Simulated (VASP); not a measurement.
# Sn: single point with LDA

Sn:

```
Sn
1.0
    -2.89942    2.90080    1.55817
     2.90080   -2.89942    1.55817
     2.89858    2.89858   -1.55564
Sn
2
Direct
  0.00002 0.99998 0.00000
  0.74998 0.25002 0.50000
```

```
Program             : VASP 6.6.1
Task                : single point
Functional          : LDA
Potentials or basis : VASP PAW LDA potentials, release 64 (Sn_d)
Cutoff              : 520 eV
k mesh              : 11 × 11 × 8
Occupations         : methfessel-paxton, width 0.3 eV
Spin                : no spin polarisation
```

The pressure is 0.0 GPa and the band gap on the k mesh is zero (bands 14 and 15 overlap by 3.81 eV).

Levels at points of the mesh, in eV from the Fermi level:
```tsv
k point	band 11	band 12	band 13	band 14	band 15	band 16	band 17	band 18
(0.00, 0.00, 0.00)	-11.38	-3.73	-2.09	-2.08	3.01	6.25	6.25	7.26
(0.00, 0.00, 0.50)	-9.10	-9.10	0.56	0.56	1.56	1.56	6.37	6.37
```

Run time: 7.1 min on 1 thread of Intel Xeon 8259CL, with other jobs on the host, peak memory 0.35 GiB.

Caveat: so wide a smearing shifts energies and pressures; spin-orbit coupling is left out, which moves the levels of the heavy elements.
